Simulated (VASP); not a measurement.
A run of VASP 6.6.1 is set up as follows.

INCAR

```
SYSTEM = PtS2
  ALGO = Normal
  DIPOL = 0.5 0.5 0.390
  EDIFF = 1E-6
  ENCUT = 520
  GGA = PE
  IDIPOL = 3
  ISIF = 2
  ISMEAR = 0
  IVDW = 12
  LASPH = .True.
  LCHARG = .False.
  LDIPOL = .True.
  LREAL = .False.
  LWAVE = .False.
  NBANDS = 31
  NELM = 80
  PREC = Accurate
  SIGMA = 0.05
```

The input KPOINTS:

```
k-points
0
Gamma
  9 9 1
  0 0 0
```

POSCAR

```
PtS2
1.0
    3.5415278079      0.0000000000      0.0000000000
   -1.7707639039      3.0670530498      0.0000000000
    0.0000000000      0.0000000000     22.4670615492
S Pt
4 2
Direct
    0.6666666667      0.3333333333      0.2002932155
    0.3333333333      0.6666666667      0.3108341854
    0.5000000000      1.0000000000      0.4683981816
    0.8333333333      0.6666666667      0.5789391515
    0.0000000000      0.0000000000      0.2555637004
    1.1666666667      1.3333333333      0.5236686665
```

Potentials or basis: VASP PAW PBE potentials, release 64 (S, Pt).

Run with:

```console
$ cat potpaw_PBE.64/S/POTCAR potpaw_PBE.64/Pt/POTCAR > POTCAR
$ mpirun -np 1 vasp_std > vasp.out
```

Question: Estimate the band gap on the k mesh.

Answer: 1.47 eV, indirect (least direct gap 1.57 eV).

Question: What does it give for the largest force?

Answer: 0.061 eV/Å.

Question: What does it give for the dispersion energy per atom?

Answer: -0.312 eV.

Forces in eV/Å, atoms in the order of the input:
```
S    0.000 -0.014  0.040
S    0.000 -0.039 -0.014
S    0.000  0.034  0.011
S    0.000  0.009 -0.041
Pt   0.000  0.019  0.058
Pt   0.000 -0.009 -0.055
```

Caveat: spin-orbit coupling is left out, which moves the levels of the heavy elements.
